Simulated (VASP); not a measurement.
Input of a VASP 6.6.1 run:

The input INCAR:

```
PREC = Accurate
ENCUT = 520
EDIFF = 1E-6
ISMEAR = -1
SIGMA = 0.05
LREAL = False
LASPH = True
NELM = 100
ALGO = Fast
ISIF = 2
LWAVE = False
LCHARG = False
GGA = RP
IVDW = 13
NBANDS = 13
```

File KPOINTS:

```
regular mesh
0
Gamma
  12 12 12
```

The input POSCAR:

```
W
1.0
   -1.5500431812      1.5500431812      1.5500431812
    1.5500431812     -1.5500431812      1.5500431812
    1.5500431812      1.5500431812     -1.5500431812
W
1
Direct
    0.0000000000      0.0000000000      0.0000000000
```

Potentials or basis: VASP PAW PBE potentials, release 64 (W_sv).

The run is started by

```console
$ cat potpaw_PBE.64/W_sv/POTCAR > POTCAR
$ mpirun -np 1 vasp_std > vasp.out
```

Q: Predict the band gap on the k mesh.

A: Zero (band 7 reaches 18.09 eV, above the bottom of band 8 at 11.12 eV).

Q: What does it give for the dispersion energy per atom?

A: -1.293 eV.

Q: Predict the pressure.

A: 19.8 GPa.

Caveat: the PAW data sets were made with another functional, which shifts forces and pressure a little; spin-orbit coupling is left out, which moves the levels of the heavy elements; pairwise dispersion overbinds metals, which lowers pressure and volume.
